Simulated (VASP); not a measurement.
# Mg3Be (Fm-3m) in VASP: notebook

Mg3Be is run at these levels: PBE; tasks: single point, relaxation of cell and atoms.

All numbers are computed with VASP 6.6.1; they aren't measurements. Logs are shortened: lines on timing, memory, paths and dates and some standing lists are left out, and cuts for length are marked.

**1. The cell of the first run**

The structure is cubic, space group Fm-3m (No. 225). Conventional cell: a = 6.668 Å, b = 6.668 Å, c = 6.668 Å, α = 90.00°, β = 90.00°, γ = 90.00°. Within 3.8 Å of Mg (site symmetry -43m) lie 10 Mg at 2.89 to 3.33 Å and 4 Be at 2.89 Å. Within 3.8 Å of Mg (site symmetry m-3m) lie 8 Mg at 2.89 Å and 6 Be at 3.33 Å. Be (site symmetry m-3m) has 14 Mg at 2.89 to 3.33 Å within 3.8 Å.

The cell was built from a structure type or drawn by symmetry, and may not be a known phase.

**2. Single point, PBE**

Input file INCAR:

```
SYSTEM = Mg3Be
PREC = Accurate ; ENCUT = 520
EDIFF = 1E-6 ; ISMEAR = 0
SIGMA = 0.1 ; LREAL = .FALSE.
LASPH = .TRUE. ; NELM = 100
ALGO = Fast ; ISIF = 2
LWAVE = .FALSE. ; LCHARG = .FALSE.
GGA = PE ; NBANDS = 12
```

Input file KPOINTS:

```
Automatic mesh
0
G
  12 12 12
  0 0 0
```

Input file POSCAR:

```
Mg3Be
1.0
    0.0000000000      3.3339615095      3.3339615095
    3.3339615095      0.0000000000      3.3339615095
    3.3339615095      3.3339615095      0.0000000000
Mg Be
3 1
Direct
    0.2500000000      0.2500000000      0.2500000000
    0.7500000000      0.7500000000      0.7500000000
    0.5000000000      0.5000000000      0.5000000000
    0.0000000000      0.0000000000      0.0000000000
```

Potentials or basis: VASP PAW PBE potentials, release 64 (Mg, Be).

Launch:

```sh
$ cat potpaw_PBE.64/Mg/POTCAR potpaw_PBE.64/Be/POTCAR > POTCAR
$ mpirun -np 1 vasp_std > vasp.out
```

OUTCAR:

```text
SYSTEM = Mg3Be
   PREC = Accurate
   ENCUT = 520
   EDIFF = 1E-6
   ISMEAR = 0
   LREAL = .FALSE.
   LASPH = .TRUE.
   NELM = 100
   ISIF = 2
   GGA = PE

 ion  position               nearest neighbor table
   1  0.250  0.250  0.250-   4 2.89   4 2.89   4 2.89   3 2.89   4 2.89   3 2.89   3 2.89   3 2.89
                             2 3.33   2 3.33   2 3.33   2 3.33   2 3.33   2 3.33
   2  0.750  0.750  0.750-   3 2.89   3 2.89   3 2.89   3 2.89   4 2.89   4 2.89   4 2.89   4 2.89
                             1 3.33   1 3.33   1 3.33   1 3.33   1 3.33   1 3.33
   3  0.500  0.500  0.500-   1 2.89   1 2.89   1 2.89   1 2.89   2 2.89   2 2.89   2 2.89   2 2.89

   4  0.000  0.000  0.000-   2 2.89   2 2.89   2 2.89   1 2.89   2 2.89   1 2.89   1 2.89   1 2.89

  LATTYP: Found a face centered cubic cell.
 ALAT       =     6.6679230190

  Lattice vectors:

 A1 = (   0.0000000000,   3.3339615095,   3.3339615095)
 A2 = (   3.3339615095,   0.0000000000,   3.3339615095)
 A3 = (   3.3339615095,   3.3339615095,   0.0000000000)

Analysis of symmetry for initial positions (statically):
=====================================================================
 Subroutine PRICEL returns:
 Original cell was already a primitive cell.

 Routine SETGRP: Setting up the symmetry group for a
 face centered cubic supercell.

 Subroutine GETGRP returns: Found 48 space group operations
 (whereof 48 operations were pure point group operations)
 out of a pool of 48 trial point group operations.

The static configuration has the point symmetry O_h .

Analysis of symmetry for dynamics (positions and initial velocities):
=====================================================================
 Subroutine PRICEL returns:
 Original cell was already a primitive cell.

 Routine SETGRP: Setting up the symmetry group for a
 face centered cubic supercell.

 Subroutine GETGRP returns: Found 48 space group operations
 (whereof 48 operations were pure point group operations)
 out of a pool of 48 trial point group operations.

The dynamic configuration has the point symmetry O_h .

 Subroutine INISYM returns: Found 48 space group operations
 (whereof 48 operations are pure point group operations),
 and found     1 'primitive' translations

----------------------------------------------------------------------------------------

                                     Primitive cell

  volume of cell :      74.1160

  direct lattice vectors                    reciprocal lattice vectors
     0.000000000  3.333961509  3.333961509    -0.149971737  0.149971737  0.149971737
     3.333961509  0.000000000  3.333961509     0.149971737 -0.149971737  0.149971737
     3.333961509  3.333961509  0.000000000     0.149971737  0.149971737 -0.149971737

  length of vectors
     4.714933583  4.714933583  4.714933583     0.259758669  0.259758669  0.259758669

  position of ions in fractional coordinates (direct lattice)
     0.250000000  0.250000000  0.250000000
     0.750000000  0.750000000  0.750000000
     0.500000000  0.500000000  0.500000000
     0.000000000  0.000000000  0.000000000

  ion indices of the primitive-cell ions
   primitive index   ion index
                 1           1
                 2           2
                 3           3
                 4           4

----------------------------------------------------------------------------------------

 KPOINTS: Automatic mesh

Automatic generation of k-mesh.
 Grid dimensions read from file:
 generate k-points for:   12   12   12

 Generating k-lattice:

  Cartesian coordinates                     Fractional coordinates (reciprocal lattice)
    -0.012497645  0.012497645  0.012497645     0.083333333  0.000000000  0.000000000
     0.012497645 -0.012497645  0.012497645     0.000000000  0.083333333  0.000000000
     0.012497645  0.012497645 -0.012497645     0.000000000  0.000000000  0.083333333

  Length of vectors
     0.021646556  0.021646556  0.021646556

  Shift w.r.t. Gamma in fractional coordinates (k-lattice)
     0.000000000  0.000000000  0.000000000

 Subroutine IBZKPT returns following result:
 ===========================================

 Found     72 irreducible k-points:

 Following reciprocal coordinates:
            Coordinates               Weight
  0.000000  0.000000  0.000000      1.000000
  0.083333  0.000000  0.000000      8.000000
  0.166667  0.000000  0.000000      8.000000
  0.250000  0.000000  0.000000      8.000000
  0.333333  0.000000  0.000000      8.000000
  0.416667  0.000000  0.000000      8.000000
[... 16 lines left out ...]
  0.500000  0.166667  0.000000     24.000000
 -0.416667  0.166667  0.000000     24.000000
 [... further k-points ...]
   k-points           NKPTS =     72   k-points in BZ     NKDIM =     72   number of bands    NBANDS=     12
   number of dos      NEDOS =    301   number of ions     NIONS =      4
   total plane-waves  NPLWV =  46656
   dimension x,y,z NGX =    36 NGY =   36 NGZ =   36
   dimension x,y,z NGXF=    72 NGYF=   72 NGZF=   72
   ions per type =               3   1
   NGX,Y,Z   is equivalent  to a cutoff of  12.69, 12.69, 12.69 a.u.
   NGXF,Y,Z  is equivalent  to a cutoff of  25.39, 25.39, 25.39 a.u.
 SYSTEM =  Mg3Be
   PREC   = accura    normal or accurate (medium, high low for compatibility)
   ISTART =      0    job   : 0-new  1-cont  2-samecut
   ICHARG =      2    charge: 1-file 2-atom 10-const
   ISPIN  =      1    spin polarized calculation?
   LNONCOLLINEAR =      F non collinear calculations
   LSORBIT =      F    spin-orbit coupling
   LASPH  =      T    aspherical Exc in radial PAW
   ENCUT  =  520.0 eV  38.22 Ry    6.18 a.u.   8.77  8.77  8.77*2*pi/ulx,y,z
   NELM   =    100;   NELMIN=  2; NELMDL= -5     # of ELM steps
   EDIFF  = 0.1E-05   stopping-criterion for ELM
   LREAL  =      F    real-space projection
   EDIFFG = 0.1E-04   stopping-criterion for IOM
   NSW    =      0    number of steps for IOM
   IBRION =     -1    ionic relax: 0-MD 1-quasi-New 2-CG
   NFREE  =      0    steps in history (QN), initial steepest desc. (CG)
   ISIF   =      2    stress and relaxation
   ISYM   =      2    0-nonsym 1-usesym 2-fastsym
   POTIM  = 0.5000    time-step for ionic-motion
   TEBEG  =    0.0;   TEEND  =   0.0 temperature during run
   PSTRESS=    0.0 pullay stress
   NELECT =       8.0000    total number of electrons
   NUPDOWN=      -1.0000    fix difference up-down
   EMIN   =  10.00;   EMAX   =-10.00  energy-range for DOS
   EFERMI =   0.00;   METHOD = LEGACY
   ISMEAR =     0;   SIGMA  =   0.10  broadening in eV -4-tet -1-fermi 0-gaus
   EFERMI_NEDOS =   21; number of points for ismear=-14 and -15
   IALGO  =     68    algorithm
   IMIX   =      4    mixing-type and parameters
     AMIX     =   0.40;   BMIX     =  1.00
     AMIX_MAG =   1.60;   BMIX_MAG =  1.00
  volume/ion in A,a.u.               =      18.53       125.04
  Fermi-wavevector in a.u.,A,eV,Ry     =   0.779473  1.472990  8.266596  0.607578
  Thomas-Fermi vector in A             =   1.882584
   LORBIT       =      0    0 simple, 1 ext, 2 COOP (PROOUT), +10 PAW based schemes
   GGA     = PE    functional components
   LHFCALC =     F    Hartree Fock is set to
   AEXX    =    0.0000 exact exchange contribution
   IVDW    =     0    specifies the selected vdW correction
   LEPSILON=     F    determine dielectric tensor
   LRPA    =     F    only Hartree local field effects (RPA)
 non-spin polarized calculation
 RMM-DIIS sequential band-by-band and
 Gauss-broadening in eV      SIGMA  =   0.10
  energy-cutoff  :      520.00
  volume of cell :       74.12
 maximum number of plane-waves:      2014
   NGX = 17   NGY = 17   NGZ = 17

 number of electron       8.0000000 magnetization

 Free energy of the ion-electron system (eV)
  ---------------------------------------------------
  ext. energy  EPLUGINS =         0.00000000
  ---------------------------------------------------
  free energy    TOTEN  =        -7.10920905 eV

  energy without entropy =       -7.10141304  energy(sigma->0) =       -7.10531105

 E-fermi :   3.3464     XC(G=0):  -8.9145

 val. band max:        3.3414818862   @ k =   0.4167   0.0000   0.0000
 cond. band min:       3.3513365512   @ k =   0.5000   0.0000   0.0000
 fundamental gap:      0.0098546650
 Fermi energy:         3.3464316489

 k-point     1 :       0.0000    0.0000    0.0000
  band No.  band energies     occupation
      1      -4.3710      2.00000
      2       3.9753      0.00000
      3       3.9753      0.00000
      4       3.9753      0.00000
      5       5.1210      0.00000
      6       5.1210      0.00000
      7       5.1210      0.00000
      8       6.1989      0.00000
      9       7.4567      0.00000
     10       7.4567      0.00000
     11       7.4567      0.00000
     12       8.1286      0.00000

 k-point     2 :       0.0833    0.0000    0.0000
  band No.  band energies     occupation
      1      -4.3029      2.00000
      2       3.2388      1.87187
      3       3.8389      0.00000
      4       3.8389      0.00000
      5       5.3496      0.00000
      6       5.3648      0.00000
      7       5.3648      0.00000
      8       6.5331      0.00000
      9       6.8080      0.00000
     10       6.8080      0.00000
     11       7.3416      0.00000
     12       8.4059      0.00000

 k-point     3 :       0.1667    0.0000    0.0000
  band No.  band energies     occupation
      1      -4.0992      2.00000
      2       2.0802      2.00000
      3       3.6115      0.00018
      4       3.6115      0.00018
      5       5.3173      0.00000
      6       5.7160      0.00000
      7       5.7160      0.00000
      8       6.2633      0.00000
      9       6.2633      0.00000
     10       6.9165      0.00000
     11       7.4214      0.00000
     12       9.4194      0.00000

 k-point     4 :       0.2500    0.0000    0.0000
  band No.  band energies     occupation
      1      -3.7607      2.00000
      2       0.9304      2.00000
      3       3.4397      0.18713
      4       3.4397      0.18713
      5       5.2143      0.00000
      6       5.2364      0.00000
      7       5.2364      0.00000
      8       6.5517      0.00000
      9       6.8526      0.00000
     10       6.8526      0.00000
     11       8.2059      0.00000
     12      10.8213      0.00000

 k-point     5 :       0.3333    0.0000    0.0000
  band No.  band energies     occupation
      1      -3.2893      2.00000
      2      -0.1398      2.00000
      3       3.3540      0.91428
      4       3.3540      0.91428
      5       4.7260      0.00000
      6       4.7260      0.00000
      7       5.1644      0.00000
      8       6.1675      0.00000
      9       7.7509      0.00000
     10       7.7509      0.00000
     11       9.0326      0.00000
     12      12.2185      0.00000
[... 228 lines left out ...]
      1      -3.3787      2.00000
      2       0.7766      2.00000
      3       2.3746      2.00000
      4       2.6790      2.00000
      5       3.5149      0.01717
      6       5.1064      0.00000
      7       6.5282      0.00000
      8       6.8616      0.00000
      9       7.6343      0.00000
     10       8.6520      0.00000
     11       9.3103      0.00000
     12      10.7382      0.00000

 k-point    22 :       0.4167    0.1667    0.0000
  band No.  band energies     occupation
      1      -2.8649      2.00000
      2      -0.2482      2.00000
      3       2.2310      2.00000
      4       2.3534      2.00000
      5       3.4450      0.16323
      6       6.0113      0.00000
      7       6.0263      0.00000
      8       6.7429      0.00000
      9       7.4652      0.00000
     10       9.4893      0.00000
     11      10.0496      0.00000
     12      11.3428      0.00000

 k-point    23 :       0.5000    0.1667    0.0000
  band No.  band energies     occupation
      1      -2.2223      2.00000
      2      -1.1714      2.00000
      3       1.8566      2.00000
      4       2.4546      2.00000
      5       3.5322      0.00862
      6       5.6315      0.00000
      7       6.4715      0.00000
      8       7.1903      0.00000
      9       7.4355      0.00000
     10       9.5259      0.00000
     11      10.0675      0.00000
     12      11.1918      0.00000

 k-point    24 :      -0.4167    0.1667    0.0000
  band No.  band energies     occupation
      1      -1.9807      2.00000
      2      -1.4531      2.00000
      3       1.5926      2.00000
      4       2.6766      2.00000
      5       3.7529      0.00000
      6       5.3558      0.00000
      7       6.3539      0.00000
      8       7.5445      0.00000
      9       8.3330      0.00000
     10       8.4673      0.00000
     11       9.2066      0.00000
     12      12.2352      0.00000

 [... further k-points ...]

------------------------ aborting loop because EDIFF is reached ----------------------------------------

  FORCE on cell =-STRESS in cart. coord.  units (eV):
  Direction    XX          YY          ZZ          XY          YZ          ZX
  --------------------------------------------------------------------------------------
  -------------------------------------------------------------------------------------
  Total       -0.0672390     -0.0672390     -0.0672390     -0.0000000      0.0000000      0.0000000
  in kB       -1.4535174     -1.4535174     -1.4535174     -0.0000000      0.0000000      0.0000000
  external PRESSURE =      -1.4535174 kB  Pullay stress =       0.0000000 kB

 VOLUME and BASIS-vectors are now :
 -----------------------------------------------------------------------------
  energy-cutoff  :      520.00
  volume of cell :       74.12
      direct lattice vectors                 reciprocal lattice vectors
     0.000000000  3.333961509  3.333961509    -0.149971737  0.149971737  0.149971737
     3.333961509  0.000000000  3.333961509     0.149971737 -0.149971737  0.149971737
     3.333961509  3.333961509  0.000000000     0.149971737  0.149971737 -0.149971737

 POSITION                                       TOTAL-FORCE (eV/Angst)
 -----------------------------------------------------------------------------------
      1.66698      1.66698      1.66698         0.000000      0.000000      0.000000
      5.00094      5.00094      5.00094        -0.000000     -0.000000     -0.000000
      3.33396      3.33396      3.33396        -0.000000      0.000000      0.000000
      0.00000      0.00000      0.00000        -0.000000      0.000000      0.000000
 -----------------------------------------------------------------------------------
    total drift:                               -0.000000     -0.000000     -0.000000

  FREE ENERGIE OF THE ION-ELECTRON SYSTEM (eV)
  ---------------------------------------------------
  free  energy   TOTEN  =        -7.1092090468 eV

  energy  without entropy=       -7.1014130444  energy(sigma->0) =       -7.10531105
```

It took 33 s on 1 thread of AMD EPYC 9R45 (Zen 5), shared host; peak memory 0.21 GiB.

What came out:

```
Free energy            : -7.1092 eV
Pressure               : -0.1 GPa
Band gap on the k mesh : zero (bands 4 and 5 overlap by 1.86 eV)
```

Levels at points of the mesh, in eV from the Fermi level:
```tsv
k point	band 1	band 2	band 3	band 4	band 5	band 6	band 7	band 8
(0.00, 0.00, 0.00)	-7.72	0.63	0.63	0.63	1.77	1.77	1.77	2.85
(0.50, 0.00, 0.00)	-5.32	-5.29	0.00	0.00	0.89	0.89	1.86	2.39
(0.50, 0.50, 0.00)	-4.55	-4.48	-1.88	-1.88	-1.12	-0.39	5.91	5.91
```

**3. Relaxation of cell and atoms, PBE**

This run uses another cell than the first one, of 19.41 Å³/atom.

Input file INCAR:

```
SYSTEM = Mg3Be
  PREC = Accurate
  ENCUT = 600
  EDIFF = 1E-6
  ISMEAR = 0
  SIGMA = 0.1
  LREAL = .FALSE.
  LASPH = .TRUE.
  NELM = 100
  ALGO = Fast
  ISIF = 3
  LWAVE = .FALSE.
  LCHARG = .FALSE.
  GGA = PE
  IBRION = 2
  NSW = 100
  EDIFFG = -0.01
```

Input file KPOINTS:

```
regular mesh
0
G
  12 12 12
  0 0 0
```

Input file POSCAR:

```
Mg3Be
1.0
    0.0000000000      3.3861509400      3.3861509400
    3.3861509400      0.0000000000      3.3861509400
    3.3861509400      3.3861509400      0.0000000000
Mg Be
3 1
Direct
    0.2500000000      0.2500000000      0.2500000000
    0.7500000000      0.7500000000      0.7500000000
    0.5000000000      0.5000000000      0.5000000000
    0.0000000000      0.0000000000      0.0000000000
```

Potentials or basis: VASP PAW PBE potentials, release 64 (Mg, Be).

Launch:

```sh
$ cat potpaw_PBE.64/Mg/POTCAR potpaw_PBE.64/Be/POTCAR > POTCAR
$ mpirun -np 1 vasp_std > vasp.out
```

Wall time 57 s (1 thread of AMD EPYC 9R45 (Zen 5), shared host); peak memory 0.26 GiB.

The run converged. Its results:

```yaml
Free_energy: -7.1095 eV
Relaxed_volume: 18.48 Å³/atom
Relaxed_cell: a = 4.711 Å, b = 4.711 Å, c = 4.711 Å, α = 60.00°, β = 60.00°, γ = 60.00°
Space_group_after_relaxing_to_0.1_Å: Fm-3m (No. 225)
Energy_gained_by_relaxing: 6.3 meV/atom
Ionic_steps: 3
Pressure_after_relaxing: 0.0 GPa
Band_gap_on_the_k_mesh: zero (bands 4 and 5 overlap by 1.86 eV)
```

The path:
```tsv
step	energy change (eV)	largest force (eV/Å)	pressure (GPa)	volume (Å³)
1	0.0000	0.0000	-2.06	77.65
2	-0.0234	0.0000	-0.60	74.88
3	-0.0253	0.0000	-0.02	73.91
```

Final structure:
```
CELL_PARAMETERS angstrom
0.00000 3.33092 3.33092
3.33092 0.00000 3.33092
3.33092 3.33092 0.00000
ATOMIC_POSITIONS crystal
Mg 0.25000 0.25000 0.25000
Mg 0.75000 0.75000 0.75000
Mg 0.50000 0.50000 0.50000
Be 0.00000 0.00000 0.00000
```

Levels at points of the mesh, in eV from the Fermi level:
```csv
k point,band 1,band 2,band 3,band 4,band 5,band 6,band 7,band 8
"(0.00, 0.00, 0.00)",-7.73,0.63,0.63,0.63,1.78,1.78,1.78,2.87
"(0.50, 0.00, 0.00)",-5.33,-5.30,0.00,0.00,0.89,0.89,1.87,2.40
"(0.50, 0.50, 0.00)",-4.56,-4.49,-1.88,-1.88,-1.12,-0.39,5.92,5.92
```

**4. Single point, PBE**

This run uses another cell than the first one, of 19.41 Å³/atom.

Input file INCAR:

```
ALGO = Normal
EDIFF = 1E-6
ENCUT = 520
GGA = PE
ISIF = 2
ISMEAR = 0
LASPH = True
LCHARG = True
LELF = True
LREAL = False
LVHAR = True
LWAVE = False
NBANDS = 12
NELM = 100
PREC = Accurate
SIGMA = 0.1
```

Input file KPOINTS:

```
k-points
0
Gamma
  4 4 4
```

POSCAR is that of step 3.

Launch:

```sh
$ cat potpaw_PBE.64/Mg/POTCAR potpaw_PBE.64/Be/POTCAR > POTCAR
$ mpirun -np 1 vasp_std > vasp.out
```

Wall time 7.1 s (1 thread of AMD EPYC 9R45 (Zen 5), shared host); peak memory 0.16 GiB.

It converged, with:

```yaml
Free_energy: -6.8911 eV
Pressure: -1.2 GPa
Band_gap_on_the_k_mesh: zero (bands 4 and 5 overlap by 1.78 eV)
```

Levels at points of the mesh, in eV from the Fermi level:
```csv
k point,band 2,band 3,band 4,band 5,band 6,band 7
"(0.00, 0.00, 0.00)",0.84,0.84,0.84,1.96,1.96,1.96
"(0.50, 0.00, 0.00)",-4.93,0.23,0.23,1.10,1.10,1.89
"(0.50, 0.50, 0.00)",-4.14,-1.60,-1.60,-0.93,-0.21,5.91
```

Caveat: the k points lie up to 0.40 Å⁻¹ apart, too coarse for converged energies and pressures of a metal.

**5. Overview**

| task | cell | k mesh | cutoff (eV) | gap on the mesh (eV) | pressure (GPa) |
| --- | --- | --- | --- | --- | --- |
| single point | a = 4.715 Å, angles 60.0°, 4 atoms | 12 × 12 × 12 | 520 | none | -0.1 |
| relaxation of cell and atoms | relaxed from a = 4.789 Å, angles 60.0°, 4 atoms | 12 × 12 × 12 | 600 | none | 0.0 |
| single point | a = 4.789 Å, angles 60.0°, 4 atoms | 4 × 4 × 4 | 520 | none | -1.2 |

Alike in all rows: level PBE; potentials or basis VASP PAW PBE potentials, release 64 (Mg, Be); no spin polarisation; smearing gaussian 0.1 eV.

Caveats: some runs use coarse meshes.

Absolute energies hang on the potentials; compare differences alone.
